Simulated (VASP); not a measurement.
# Cr (Fm-3m) in VASP: further runs

Runs on Cr. Level: PBE. Tasks: single point.

Program: VASP 6.6.1. These are calculated values, not measurements. Logs are shortened: lines on timing, memory, paths and dates and some standing lists are left out, and cuts for length are marked.

## 1. The cell of the first run

Symmetry: Fm-3m, No. 225, cubic system. Conventional cell: a = 3.365 Å, b = 3.365 Å, c = 3.365 Å, α = 90.00°, β = 90.00°, γ = 90.00°. Cr (site symmetry m-3m) has 12 Cr at 2.38 Å within 3.1 Å.

## 2. Single point, PBE, collinear spin, ferromagnetic start (volume scaled by 0.8)

Contents of INCAR:

```
ALGO = Normal
EDIFF = 1E-6
ENCUT = 520
GGA = PE
ISIF = 2
ISMEAR = -1
ISPIN = 2
LASPH = True
LCHARG = False
LMAXMIX = 4
LORBIT = 11
LREAL = False
LWAVE = False
MAGMOM = 2
NBANDS = 16
NELM = 150
PREC = Accurate
SIGMA = 0.1
```

Contents of KPOINTS:

```
k-points
0
Gamma
  18 18 18
```

Contents of POSCAR:

```
Cr
1.0
    0.0000000000      1.6822604963      1.6822604963
    1.6822604963      0.0000000000      1.6822604963
    1.6822604963      1.6822604963      0.0000000000
Cr
1
Direct
    0.0000000000      0.0000000000      0.0000000000
```

Potentials or basis: VASP PAW PBE potentials, release 64 (Cr_pv).

Run with:

```console
> cat potpaw_PBE.64/Cr_pv/POTCAR > POTCAR
> mpirun -np 1 vasp_std > vasp.out
```

OUTCAR:

```text
EDIFF = 1E-6
   ENCUT = 520
   GGA = PE
   ISIF = 2
   ISMEAR = -1
   ISPIN = 2
   LASPH = True
   LORBIT = 11
   LREAL = False
   NELM = 150
   PREC = Accurate

 ion  position               nearest neighbor table
   1  0.000  0.000  0.000-

  LATTYP: Found a face centered cubic cell.
 ALAT       =     3.3645209926

  Lattice vectors:

 A1 = (   0.0000000000,   1.6822604963,   1.6822604963)
 A2 = (   1.6822604963,   0.0000000000,   1.6822604963)
 A3 = (   1.6822604963,   1.6822604963,   0.0000000000)

Analysis of symmetry for initial positions (statically):
=====================================================================
 Subroutine PRICEL returns:
 Original cell was already a primitive cell.

 Routine SETGRP: Setting up the symmetry group for a
 face centered cubic supercell.

 Subroutine GETGRP returns: Found 48 space group operations
 (whereof 48 operations were pure point group operations)
 out of a pool of 48 trial point group operations.

The static configuration has the point symmetry O_h .

Analysis of symmetry for dynamics (positions and initial velocities):
=====================================================================
 Subroutine PRICEL returns:
 Original cell was already a primitive cell.

 Routine SETGRP: Setting up the symmetry group for a
 face centered cubic supercell.

 Subroutine GETGRP returns: Found 48 space group operations
 (whereof 48 operations were pure point group operations)
 out of a pool of 48 trial point group operations.

The dynamic configuration has the point symmetry O_h .

Analysis of structural, dynamic, and magnetic symmetry:
=====================================================================
 Subroutine PRICEL returns:
 Original cell was already a primitive cell.

 Routine SETGRP: Setting up the symmetry group for a
 face centered cubic supercell.

 Subroutine GETGRP returns: Found 48 space group operations
 (whereof 48 operations were pure point group operations)
 out of a pool of 48 trial point group operations.

The overall configuration has the point symmetry O_h .

 Subroutine INISYM returns: Found 48 space group operations
 (whereof 48 operations are pure point group operations),
 and found     1 'primitive' translations

----------------------------------------------------------------------------------------

                                     Primitive cell

  volume of cell :       9.5216

  direct lattice vectors                    reciprocal lattice vectors
     0.000000000  1.682260496  1.682260496    -0.297219129  0.297219129  0.297219129
     1.682260496  0.000000000  1.682260496     0.297219129 -0.297219129  0.297219129
     1.682260496  1.682260496  0.000000000     0.297219129  0.297219129 -0.297219129

  length of vectors
     2.379075609  2.379075609  2.379075609     0.514798633  0.514798633  0.514798633

  position of ions in fractional coordinates (direct lattice)
     0.000000000  0.000000000  0.000000000

  ion indices of the primitive-cell ions
   primitive index   ion index
                 1           1

----------------------------------------------------------------------------------------

 KPOINTS: k-points

Automatic generation of k-mesh.
 Grid dimensions read from file:
 generate k-points for:   18   18   18

 Generating k-lattice:

  Cartesian coordinates                     Fractional coordinates (reciprocal lattice)
    -0.016512174  0.016512174  0.016512174     0.055555556  0.000000000  0.000000000
     0.016512174 -0.016512174  0.016512174     0.000000000  0.055555556  0.000000000
     0.016512174  0.016512174 -0.016512174     0.000000000  0.000000000  0.055555556

  Length of vectors
     0.028599924  0.028599924  0.028599924

  Shift w.r.t. Gamma in fractional coordinates (k-lattice)
     0.000000000  0.000000000  0.000000000

 Subroutine IBZKPT returns following result:
 ===========================================

 Found    195 irreducible k-points:

 Following reciprocal coordinates:
            Coordinates               Weight
  0.000000  0.000000  0.000000      1.000000
  0.055556  0.000000  0.000000      8.000000
  0.111111  0.000000  0.000000      8.000000
  0.166667  0.000000  0.000000      8.000000
  0.222222  0.000000  0.000000      8.000000
  0.277778  0.000000  0.000000      8.000000
[... 16 lines left out ...]
 -0.277778  0.055556  0.000000     24.000000
 -0.222222  0.055556  0.000000     24.000000
 [... further k-points ...]
   k-points           NKPTS =    195   k-points in BZ     NKDIM =    195   number of bands    NBANDS=     16
   number of dos      NEDOS =    301   number of ions     NIONS =      1
   total plane-waves  NPLWV =   5832
   dimension x,y,z NGX =    18 NGY =   18 NGZ =   18
   dimension x,y,z NGXF=    36 NGYF=   36 NGZF=   36
   ions per type =               1
   NGX,Y,Z   is equivalent  to a cutoff of  12.58, 12.58, 12.58 a.u.
   NGXF,Y,Z  is equivalent  to a cutoff of  25.16, 25.16, 25.16 a.u.
 SYSTEM =  unknown system
   PREC   = accura    normal or accurate (medium, high low for compatibility)
   ISTART =      0    job   : 0-new  1-cont  2-samecut
   ICHARG =      2    charge: 1-file 2-atom 10-const
   ISPIN  =      2    spin polarized calculation?
   LNONCOLLINEAR =      F non collinear calculations
   LSORBIT =      F    spin-orbit coupling
   LASPH  =      T    aspherical Exc in radial PAW
   ENCUT  =  520.0 eV  38.22 Ry    6.18 a.u.   4.42  4.42  4.42*2*pi/ulx,y,z
   NELM   =    150;   NELMIN=  2; NELMDL= -5     # of ELM steps
   EDIFF  = 0.1E-05   stopping-criterion for ELM
   LREAL  =      F    real-space projection
   EDIFFG = 0.1E-04   stopping-criterion for IOM
   NSW    =      0    number of steps for IOM
   IBRION =     -1    ionic relax: 0-MD 1-quasi-New 2-CG
   NFREE  =      0    steps in history (QN), initial steepest desc. (CG)
   ISIF   =      2    stress and relaxation
   ISYM   =      2    0-nonsym 1-usesym 2-fastsym
   POTIM  = 0.5000    time-step for ionic-motion
   TEBEG  =    0.0;   TEEND  =   0.0 temperature during run
   PSTRESS=    0.0 pullay stress
   NELECT =      12.0000    total number of electrons
   NUPDOWN=      -1.0000    fix difference up-down
   EMIN   =  10.00;   EMAX   =-10.00  energy-range for DOS
   EFERMI =   0.00;   METHOD = LEGACY
   ISMEAR =    -1;   SIGMA  =   0.10  broadening in eV -4-tet -1-fermi 0-gaus
   EFERMI_NEDOS =   21; number of points for ismear=-14 and -15
   IALGO  =     38    algorithm
   IMIX   =      4    mixing-type and parameters
     AMIX     =   0.40;   BMIX     =  1.00
     AMIX_MAG =   1.60;   BMIX_MAG =  1.00
  volume/ion in A,a.u.               =       9.52        64.25
  Fermi-wavevector in a.u.,A,eV,Ry     =   1.768338  3.341675 42.545691  3.127020
  Thomas-Fermi vector in A             =   2.835545
   LORBIT       =     11    0 simple, 1 ext, 2 COOP (PROOUT), +10 PAW based schemes
   GGA     = PE    functional components
   LHFCALC =     F    Hartree Fock is set to
   AEXX    =    0.0000 exact exchange contribution
   IVDW    =     0    specifies the selected vdW correction
   LEPSILON=     F    determine dielectric tensor
   LRPA    =     F    only Hartree local field effects (RPA)
 spin polarized calculation
  energy-cutoff  :      520.00
  volume of cell :        9.52
 maximum number of plane-waves:       269
 NGX is ok and might be reduce to    18
   NGX =  9   NGY =  9   NGZ =  9

 number of electron      11.9999997 magnetization      -0.0050075

 number of electron      11.9999997 magnetization       0.0008262

 Free energy of the ion-electron system (eV)
  ---------------------------------------------------
  ext. energy  EPLUGINS =         0.00000000
  ---------------------------------------------------
  free energy    TOTEN  =        -8.64905750 eV

  energy without entropy =       -8.60641481  energy(sigma->0) =       -8.62773616

 E-fermi :  13.6817     XC(G=0): -14.8120

 val. band max:       13.6788913402   @ k =  -0.3333   0.1667   0.0000
 cond. band min:      13.6913634624   @ k =   0.3333   0.1111   0.0000
 fundamental gap:      0.0124721222
 Fermi energy:        13.6816538377

 spin component 1

 k-point     1 :       0.0000    0.0000    0.0000
  band No.  band energies     occupation
      1     -28.2269      1.00000
      2     -28.2269      1.00000
      3     -28.2269      1.00000
      4       5.5381      1.00000
      5      13.0221      0.99864
      6      13.0221      0.99864
[... 8 lines left out ...]
     15      47.5013      0.00000
     16      50.3681      0.00000

 k-point     2 :       0.0556    0.0000    0.0000
  band No.  band energies     occupation
      1     -28.2809      1.00000
      2     -28.2332      1.00000
      3     -28.2332      1.00000
      4       5.6926      1.00000
      5      12.9388      0.99941
      6      13.0788      0.99760
[... 8 lines left out ...]
     15      48.4087      0.00000
     16      50.2636      0.00000

 k-point     3 :       0.1111    0.0000    0.0000
  band No.  band energies     occupation
      1     -28.4350      1.00000
      2     -28.2514      1.00000
      3     -28.2514      1.00000
      4       6.1387      1.00000
      5      12.7190      0.99993
      6      13.2258      0.98963
[... 8 lines left out ...]
     15      48.3581      0.00000
     16      49.8985      0.00000

 k-point     4 :       0.1667    0.0000    0.0000
  band No.  band energies     occupation
      1     -28.6675      1.00000
      2     -28.2790      1.00000
      3     -28.2790      1.00000
      4       6.8184      1.00000
      5      12.4492      1.00000
      6      13.3856      0.95074
[... 8 lines left out ...]
     15      47.6886      0.00000
     16      49.1691      0.00000
[... 324 lines left out ...]
 k-point    22 :      -0.3333    0.0556    0.0000
  band No.  band energies     occupation
      1     -29.5762      1.00000
      2     -28.4469      1.00000
      3     -28.3795      1.00000
      4       8.8890      1.00000
      5      12.9871      0.99904
      6      13.1184      0.99643
[... 8 lines left out ...]
     15      46.0010      0.00000
     16      46.3995      0.00000

 k-point    23 :      -0.2778    0.0556    0.0000
  band No.  band energies     occupation
      1     -29.3293      1.00000
      2     -28.4171      1.00000
      3     -28.3435      1.00000
      4       8.6074      1.00000
      5      12.3972      1.00000
      6      13.2255      0.98967
[... 8 lines left out ...]
     15      45.9045      0.00000
     16      46.2599      0.00000

 k-point    24 :      -0.2222    0.0556    0.0000
  band No.  band energies     occupation
      1     -29.0500      1.00000
      2     -28.3800      1.00000
      3     -28.3069      1.00000
      4       7.9894      1.00000
      5      12.1565      1.00000
      6      13.3939      0.94674
[... 8 lines left out ...]
     15      45.7035      0.00000
     16      47.8701      0.00000

 [... further k-points ...]

 spin component 2

 k-point     1 :       0.0000    0.0000    0.0000
  band No.  band energies     occupation
      1     -28.2262      1.00000
      2     -28.2262      1.00000
      3     -28.2262      1.00000
      4       5.5384      1.00000
      5      13.0229      0.99862
      6      13.0229      0.99862
[... 8 lines left out ...]
     15      47.5009      0.00000
     16      50.3687      0.00000

 k-point     2 :       0.0556    0.0000    0.0000
  band No.  band energies     occupation
      1     -28.2802      1.00000
      2     -28.2325      1.00000
      3     -28.2325      1.00000
      4       5.6929      1.00000
      5      12.9396      0.99940
      6      13.0796      0.99758
[... 8 lines left out ...]
     15      48.4085      0.00000
     16      50.2642      0.00000

 k-point     3 :       0.1111    0.0000    0.0000
  band No.  band energies     occupation
      1     -28.4343      1.00000
      2     -28.2506      1.00000
      3     -28.2506      1.00000
      4       6.1390      1.00000
      5      12.7198      0.99993
      6      13.2267      0.98954
[... 8 lines left out ...]
     15      48.3583      0.00000
     16      49.8991      0.00000

 k-point     4 :       0.1667    0.0000    0.0000
  band No.  band energies     occupation
      1     -28.6668      1.00000
      2     -28.2783      1.00000
      3     -28.2783      1.00000
      4       6.8187      1.00000
      5      12.4500      1.00000
      6      13.3865      0.95035
[... 8 lines left out ...]
     15      47.6888      0.00000
     16      49.1697      0.00000
[... 324 lines left out ...]
 k-point    22 :      -0.3333    0.0556    0.0000
  band No.  band energies     occupation
      1     -29.5755      1.00000
      2     -28.4461      1.00000
      3     -28.3788      1.00000
      4       8.8895      1.00000
      5      12.9877      0.99903
      6      13.1189      0.99642
[... 8 lines left out ...]
     15      46.0015      0.00000
     16      46.3998      0.00000

 k-point    23 :      -0.2778    0.0556    0.0000
  band No.  band energies     occupation
      1     -29.3286      1.00000
      2     -28.4164      1.00000
      3     -28.3428      1.00000
      4       8.6078      1.00000
      5      12.3978      1.00000
      6      13.2262      0.98959
[... 8 lines left out ...]
     15      45.9048      0.00000
     16      46.2606      0.00000

 k-point    24 :      -0.2222    0.0556    0.0000
  band No.  band energies     occupation
      1     -29.0493      1.00000
      2     -28.3793      1.00000
      3     -28.3062      1.00000
      4       7.9898      1.00000
      5      12.1571      1.00000
      6      13.3946      0.94636
[... 8 lines left out ...]
     15      45.7038      0.00000
     16      47.8707      0.00000

 [... further k-points ...]
[... 5 lines left out ...]
  --------------------------------------------------------------------------------------
  -------------------------------------------------------------------------------------
  Total        4.8726054      4.8726054      4.8726054      0.0000000      0.0000000      0.0000000
  in kB      819.9022678    819.9022678    819.9022678      0.0000000      0.0000000      0.0000000
  external PRESSURE =     819.9022678 kB  Pullay stress =       0.0000000 kB

 VOLUME and BASIS-vectors are now :
 -----------------------------------------------------------------------------
  energy-cutoff  :      520.00
  volume of cell :        9.52
      direct lattice vectors                 reciprocal lattice vectors
     0.000000000  1.682260496  1.682260496    -0.297219129  0.297219129  0.297219129
     1.682260496  0.000000000  1.682260496     0.297219129 -0.297219129  0.297219129
     1.682260496  1.682260496  0.000000000     0.297219129  0.297219129 -0.297219129

 POSITION                                       TOTAL-FORCE (eV/Angst)
 -----------------------------------------------------------------------------------
      0.00000      0.00000      0.00000         0.000000      0.000000      0.000000
 -----------------------------------------------------------------------------------
    total drift:                                0.000000     -0.000000      0.000000

  FREE ENERGIE OF THE ION-ELECTRON SYSTEM (eV)
  ---------------------------------------------------
  free  energy   TOTEN  =        -8.6490575025 eV

  energy  without entropy=       -8.6064148146  energy(sigma->0) =       -8.62773616

 total charge

# of ion       s       p       d       tot
------------------------------------------
    1        0.529   6.510   4.537  11.576

 magnetization (x)

# of ion       s       p       d       tot
------------------------------------------
    1       -0.000   0.000   0.000   0.000
```

Run time: 78 s. Hardware: 1 thread of Intel Xeon Platinum 8375C at 2.90GHz (Ice Lake), shared host; peak memory 0.15 GiB.

Results:

| Property | Result |
| --- | --- |
| Free energy | -8.6491 eV |
| Pressure | 82.0 GPa |
| Band gap on the k mesh | zero (filled and empty bands overlap) |
| Net moment | 0.00 μB per cell |
| Valence electrons inside the program's atomic spheres | Cr 11.58 |

Levels at points of the mesh, in eV from the Fermi level:
Spin up:
| k point | band 2 | band 3 | band 4 | band 5 | band 6 | band 7 | band 8 | band 9 | band 10 | band 11 |
| --- | --- | --- | --- | --- | --- | --- | --- | --- | --- | --- |
| (0.00, 0.00, 0.00) | -41.91 | -41.91 | -8.14 | -0.66 | -0.66 | -0.66 | 1.75 | 1.75 | 7.82 | 21.16 |
| (0.50, 0.00, 0.00) | -42.11 | -42.11 | -4.89 | -0.85 | -0.85 | 1.52 | 3.41 | 3.41 | 7.82 | 12.35 |
| (0.50, 0.50, 0.00) | -42.48 | -42.48 | -5.51 | -4.48 | 3.37 | 3.85 | 3.85 | 5.07 | 7.82 | 15.50 |
Spin down:
| k point | band 3 | band 4 | band 5 | band 6 | band 7 | band 8 | band 9 | band 10 |
| --- | --- | --- | --- | --- | --- | --- | --- | --- |
| (0.00, 0.00, 0.00) | -41.91 | -8.14 | -0.66 | -0.66 | -0.66 | 1.75 | 1.75 | 7.83 |
| (0.50, 0.00, 0.00) | -42.11 | -4.89 | -0.85 | -0.85 | 1.52 | 3.41 | 3.41 | 7.82 |
| (0.50, 0.50, 0.00) | -42.48 | -5.51 | -4.48 | 3.37 | 3.85 | 3.85 | 5.07 | 7.82 |

Caveat: the starting moments collapsed, and a magnetic state may lie lower.

(Part 1 of 2 ends here.)
